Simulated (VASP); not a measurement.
MgO:

```xyz
2
Lattice="2.8780 0.0000 0.0000 -1.4390 2.4925 0.0000 0.0000 0.0000 2.6250" Properties=species:S:1:pos:R:3 pbc="T T T"
Mg    0.0000    0.0000    0.0000
O     0.0000    1.6616    1.3125
```

This cell differs from its parent crystal: volume scaled by 0.94.

Base run:

```yaml
Program: VASP 6.6.1
Functional: PBE
Potentials_or_basis: VASP PAW PBE potentials, release 64 (Mg, O)
Cutoff: 520 eV
k_mesh: 10 × 10 × 10
Occupations: fermi-dirac, width 0.05 eV
Spin: no spin polarisation
```

Its results: band gap on the k mesh 3.48 eV, indirect (least direct gap 3.89 eV); pressure 9.0 GPa.

Question: The run is repeated on the same cell with these changes: functional from PBE to PBEsol. What comes out?

Answer: Band gap on the k mesh 3.40 eV, indirect (least direct gap 3.81 eV); pressure 4.9 GPa.

PBEsol binds more tightly than PBE, so the same cell stands under less pressure.

Caveats: the PAW data sets were made with another functional, which shifts forces and pressure a little (some runs).

A k mesh can miss the band edges.
